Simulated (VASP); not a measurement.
Here is a VASP 6.6.1 calculation.

INCAR

```
SYSTEM = Rh16Se
PREC = Accurate ; ENCUT = 400
EDIFF = 1E-6 ; ISMEAR = 0
SIGMA = 0.05 ; LREAL = .FALSE.
LASPH = .TRUE. ; NELM = 120
ALGO = Normal ; ISIF = 2
LWAVE = .FALSE. ; LCHARG = .TRUE.
GGA = PE ; IVDW = 12
LELF = .TRUE. ; LVHAR = .TRUE.
NBANDS = 137 ; GGA_COMPAT = .FALSE.
NELMDL = -8
```

The input KPOINTS:

```
regular mesh
0
G
  2 3 1
  0 0 0
```

The input POSCAR:

```
Rh16Se
1.0
    7.6000000000      0.0000000000      0.0000000000
    0.0000000000      5.3740120000      0.0000000000
    0.0000000000      0.0000000000     17.0305090000
Rh Se
16 1
Direct
    0.2500000000      0.2500000000      0.0587182098
    0.7500000000      0.2500000000      0.0587182098
    0.2500000000      0.7500000000      0.0587182098
    0.7500000000      0.7500000000      0.0587182098
    0.0006034211     -0.0029019288      0.1283890575
    0.4994014474     -0.0029009984      0.1284194148
    0.0017397368      0.4975856027      0.1308632056
    0.4982531579      0.4975856027      0.1308373696
    0.2500082895      0.2481261672      0.2095954971
    0.7500009211      0.2439905233      0.2135225083
    0.2500027632      0.7461866479      0.2169568156
    0.7499964474      0.7437060059      0.2105545994
   -0.0065226316     -0.0102392775      0.2870817308
    0.5065007895     -0.0102096906      0.2870938854
   -0.0058003947      0.4950011276      0.2871823150
    0.5058244737      0.4950323892      0.2871705714
    0.2499575000      1.1863674662      0.3528168183
```

Potentials or basis: VASP PAW PBE potentials, release 64 (Rh_pv, Se).

Run with:

```console
$ cat potpaw_PBE.64/Rh_pv/POTCAR potpaw_PBE.64/Se/POTCAR > POTCAR
$ mpirun -np 1 vasp_std > vasp.out
```

(1) What does it give for the band gap on the k mesh?

(2) Predict the dispersion energy per atom.

## Answers

(1) zero (bands 123 and 124 overlap by 0.34 eV).

(2) -0.392 eV.

Caveat: the k points lie up to 0.41 Å⁻¹ apart; there is no dipole correction, which matters where the two faces differ.
